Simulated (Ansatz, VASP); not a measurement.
**BN: VASP beside Ansatz**

Contents of POSCAR:

```
BN
1.0
    0.0000000000      1.7458259350      1.7458259350
    1.7458259350      0.0000000000      1.7458259350
    1.7458259350      1.7458259350      0.0000000000
B N
1 1
Direct
    0.0000000000      0.0000000000      0.0000000000
    0.5000000000      0.5000000000      0.5000000000
```

INCAR.step1

```
ALGO     = Normal         # electronic algorithm
EDIFF    = 1E-5           # SCF threshold, eV
ENCUT    = 520            # plane-wave cutoff, eV
GGA      = PE             # functional
ISIF     = 2              # what is computed and relaxed
ISMEAR   = 0              # smearing method
LASPH    = True           # aspherical terms in the spheres
LREAL    = False          # projectors in reciprocal space
LWAVE    = True           # write WAVECAR
NBANDS   = 11             # bands
NELM     = 60             # most SCF steps
PREC     = Accurate       # precision mode
SIGMA    = 0.01           # smearing width, eV
```

Contents of INCAR.step2:

```
ALGO     = Normal         # electronic algorithm
EDIFF    = 1E-6           # SCF threshold, eV
ENCUT    = 520            # plane-wave cutoff, eV
GGA      = PE             # functional
HFSCREEN = 0.2079         # screening, 1/A
ISIF     = 2              # what is computed and relaxed
ISMEAR   = 0              # smearing method
ISTART   = 1            
LASPH    = True           # aspherical terms in the spheres
LCHARG   = True           # write CHGCAR
LELF     = True           # ELF
LHFCALC  = True           # exact exchange
LREAL    = False          # projectors in reciprocal space
LVHAR    = True         
LWAVE    = False          # write WAVECAR
NBANDS   = 11             # bands
NELM     = 60             # most SCF steps
PREC     = Accurate       # precision mode
PRECFOCK = Normal       
SIGMA    = 0.01           # smearing width, eV
```

Contents of KPOINTS:

```
k-points
0
Gamma
  6 6 6
```

Input for Ansatz:

```yaml
crystal:
  lattice:
    - [0.0, 1.745825935, 1.745825935]
    - [1.745825935, 0.0, 1.745825935]
    - [1.745825935, 1.745825935, 0.0]
  atoms:
    - { symbol: B, position: [0.0, 0.0, 0.0] }
    - { symbol: "N", position: [0.5, 0.5, 0.5] }
kpoints:
  mp_grid: { grid: [6, 6, 6] }
hamiltonian:
  xc: hse06
scf:
  occupations: { method: fixed }
  n_extra_bands: 4
  exx: { singularity: regularized }
output:
  forces: true
  stress: true
  eigenvalues: true
```

Alike in both runs: task single point; functional HSE06; k mesh 6 × 6 × 6; no spin polarisation.

|  | VASP | Ansatz |
| --- | --- | --- |
| version | VASP 6.6.1 | Ansatz 0.2.0 |
| potentials or method | VASP PAW PBE potentials, release 64 (B, N) | plane waves |
| plane-wave cutoff (eV) | 520 | 420 |
| occupations | gaussian, width 0.01 eV | fixed |
| valence electrons in the cell | 8 | 8 |

Ansatz gave:

```
gap on the k mesh at the Fermi level (eV) : 2.18
pressure (GPa)                            : -8.5
```

Problem. Which values does VASP return?

Solution. gap on the k mesh at the Fermi level (eV): 2.17; pressure (GPa): -8.2.

Ansatz's warnings: stress exchange threshold loose, stress scf threshold loose.

The k mesh is coarse, so the values compare programs but aren't converged.
